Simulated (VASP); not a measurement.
Input of a VASP 6.6.1 run:

The input INCAR:

```
SYSTEM = Al16N15O
  ALGO = Normal
  EDIFF = 1E-6
  ENCUT = 520
  GGA = PE
  GGA_COMPAT = .FALSE.
  ISIF = 2
  ISMEAR = 0
  ISYM = -1
  LASPH = .TRUE.
  LCHARG = .FALSE.
  LREAL = Auto
  LWAVE = .FALSE.
  NBANDS = 86
  NELECT = 128.0
  NELM = 120
  PREC = Accurate
  SIGMA = 0.01
```

The input KPOINTS:

```
explicit points
1
Reciprocal
  0.25000000   0.25000000   0.25000000 1
```

POSCAR

```
Al16N15O
1.0
    6.2595139092      0.0000000618      0.0000000000
   -3.1297570081      5.4208980298      0.0000000000
    0.0000000000      0.0000000000     10.0348065900
Al N O
16 15 1
Direct
    0.3328292369      0.1686930833      0.2481037730
    0.1665847660      0.3350988999      0.5017693243
    0.3332932337      0.1683923242      0.7507269070
    0.1665779457      0.3350064612      0.9991040697
    0.3329038559      0.6662921435      0.2482174780
    0.1772322582      0.8404565021      0.5013525373
    0.3332410616      0.6668958100      0.7506616602
    0.1676169918      0.8355533031      0.9996705259
    0.8353200514      0.1686922027      0.2481817532
    0.6611716824      0.3242923357      0.5013635207
    0.8347226849      0.1683070745      0.7506575455
    0.6659933617      0.3338992289      0.9996084945
    0.8337170492      0.6677323130      0.2403064372
    0.6619249302      0.8397162631      0.5015646742
    0.8338328083      0.6677429453      0.7523021136
    0.6661731507      0.8353510185      0.9995542511
    0.3317660817      0.1698742142      0.4390428212
    0.1679556782      0.3334219763      0.1894667352
    0.3324954995      0.1691831579      0.9400320142
    0.1680778213      0.3333251832      0.6899187231
    0.3318736681      0.6682007814      0.4390374413
    0.1678332814      0.8333349223      0.1917800937
    0.3325648877      0.6701473716      0.9399735882
    0.1662576999      0.8324567739      0.6879046722
    0.8335668538      0.1698671573      0.4390536632
    0.6678907581      0.3334272071      0.1917364682
    0.8315364221      0.1690722211      0.9399535085
    0.6690449296      0.3351574532      0.6879295864
    0.6682064267      0.8332912039      0.1915533444
    0.8323034621      0.6693699001      0.9413642660
    0.6690693169      0.8321029494      0.6880662423
    0.8324070008      0.6692971637      0.4384860598
```

Potentials or basis: VASP PAW PBE potentials, release 64 (Al, N, O).

Run with:

```console
$ cat potpaw_PBE.64/Al/POTCAR potpaw_PBE.64/N/POTCAR potpaw_PBE.64/O/POTCAR > POTCAR
$ mpirun -np 1 vasp_std > vasp.out
```

**Question.** Estimate the largest force.

**Answer.** 0.016 eV/Å.

Forces in eV/Å, atoms in the order of the input:
```
Al  -0.010 -0.005  0.001
Al   0.000  0.005  0.000
Al  -0.005 -0.005 -0.002
Al   0.005  0.001 -0.001
Al  -0.001 -0.004 -0.002
Al   0.015  0.000  0.003
Al  -0.006 -0.004 -0.002
Al   0.011  0.002  0.000
Al  -0.005 -0.004  0.004
Al   0.006 -0.006  0.005
Al  -0.007 -0.004 -0.004
Al   0.007 -0.001  0.003
Al  -0.006  0.002 -0.014
Al   0.011 -0.002  0.001
Al  -0.003 -0.002 -0.002
Al   0.005  0.004  0.002
N   -0.004 -0.001 -0.005
N    0.010  0.004 -0.001
N   -0.010 -0.002  0.003
N    0.008  0.007  0.000
N   -0.010 -0.007 -0.004
N    0.008  0.009 -0.001
N   -0.009 -0.001  0.003
N    0.005  0.003  0.007
N   -0.006 -0.002 -0.008
N    0.009  0.003  0.000
N   -0.008 -0.003  0.002
N    0.007  0.005  0.003
N    0.000  0.007  0.001
N   -0.004 -0.006 -0.003
N    0.005  0.008  0.007
O   -0.015  0.001  0.004
```

Caveat: the cell carries a net charge on a neutralising background, which shifts energy and pressure.
